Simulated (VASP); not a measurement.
B2As3:

```
CELL_PARAMETERS angstrom
3.31552 0.00000 0.00000
-1.65776 2.87132 0.00000
0.00000 0.00000 7.92526
ATOMIC_POSITIONS crystal
B 0.33333 0.66667 0.20524
B 0.66667 0.33333 0.79476
As 0.00000 0.00000 0.00000
As 0.33333 0.66667 0.68768
As 0.66667 0.33333 0.31232
```

| Item | Value |
| --- | --- |
| Program | VASP 6.6.1 |
| Task | relaxation of cell and atoms |
| Functional | r2SCAN |
| Potentials or basis | VASP PAW PBE potentials, release 64 (B, As) |
| Cutoff | 600 eV |
| k mesh | 12 × 12 × 6 |
| Occupations | gaussian, width 0.1 eV |
| Spin | no spin polarisation |

At the start: pressure -0.2 GPa; volume 15.09 Å³/atom.

Problem. How do energy, volume and symmetry change on relaxing?

Solution. Over 13 steps the energy falls by 2.4 meV/atom and the volume is 15.14 Å³/atom (+0.4 %); space group P-3m1 (No. 164, to 0.1 Å) before and after.

Step by step:
| step | energy change (eV) | largest force (eV/Å) | pressure (GPa) | volume (Å³) |
| --- | --- | --- | --- | --- |
| 1 | 0.0000 | 0.1440 | -0.20 | 75.45 |
| 2 | -0.0094 | 0.0784 | 0.13 | 75.24 |
| 3 | -0.0099 | 0.0457 | 0.07 | 75.28 |
| 4 | -0.0102 | 0.0417 | 0.01 | 75.34 |
| 5 | -0.0110 | 0.0519 | -0.16 | 75.53 |
| 6 | -0.0113 | 0.0727 | -0.49 | 75.91 |
| 7 | -0.0114 | 0.0669 | -0.45 | 75.90 |
| 8 | -0.0117 | 0.0502 | -0.33 | 75.88 |
| 9 | -0.0119 | 0.0259 | -0.09 | 75.83 |
| 10 | -0.0119 | 0.0234 | -0.07 | 75.82 |
| 11 | -0.0120 | 0.0144 | -0.01 | 75.77 |
| 12 | -0.0120 | 0.0034 | 0.12 | 75.68 |
| 13 | -0.0120 | 0.0056 | 0.06 | 75.72 |

Final structure:
```yaml
crystal:
  lattice:
    - [3.29678, 0.00000, 0.00000]
    - [-1.64839, 2.85510, 0.00000]
    - [0.00000, 0.00000, 8.04477]
  atoms:
    - { symbol: B, position: [0.33333, 0.66667, 0.20155] }
    - { symbol: B, position: [0.66667, 0.33333, 0.79845] }
    - { symbol: As, position: [0.00000, 0.00000, 0.00000] }
    - { symbol: As, position: [0.33333, 0.66667, 0.68996] }
    - { symbol: As, position: [0.66667, 0.33333, 0.31004] }
```

Caveat: the PAW data sets were made with another functional, which shifts forces and pressure a little.
